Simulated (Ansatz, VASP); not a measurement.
**MgS in VASP and in Ansatz**

```
CELL_PARAMETERS angstrom
4.02863 0.00000 0.00000
-2.01431 3.48889 0.00000
0.00000 0.00000 6.58735
ATOMIC_POSITIONS crystal
Mg 0.33333 0.66667 0.99929
Mg 0.66667 0.33333 0.49929
S 0.33333 0.66667 0.37571
S 0.66667 0.33333 0.87571
```

Change from the starting cell: uniaxial_z strain +2.1%.

Alike in both runs: task single point; functional PBE; k mesh 12 × 12 × 4; occupations fermi-dirac, width 0.02 eV; no spin polarisation.

```csv
,VASP,Ansatz
version,VASP 6.6.1,Ansatz 0.2.0
potentials or method,"VASP PAW PBE potentials, release 64 (Mg, S)","plane waves, PAW"
plane-wave cutoff (eV),520,420
valence electrons in the cell,16,32
```

Ansatz gave:

| Quantity | Value |
| --- | --- |
| gap on the k mesh at the Fermi level (eV) | 3.44 |
| pressure (GPa) | -0.1 |
| traceless stress, the component that is largest in VASP (GPa) | -0.64 |

Q: Which values does VASP return?

A: gap on the k mesh at the Fermi level (eV): 3.43; pressure (GPa): -0.2; traceless stress, the component that is largest in VASP (GPa): -0.64.

VASP's potentials hold 16 valence electrons a cell and Ansatz's 32, so a difference there can come from the potentials and not from the codes.
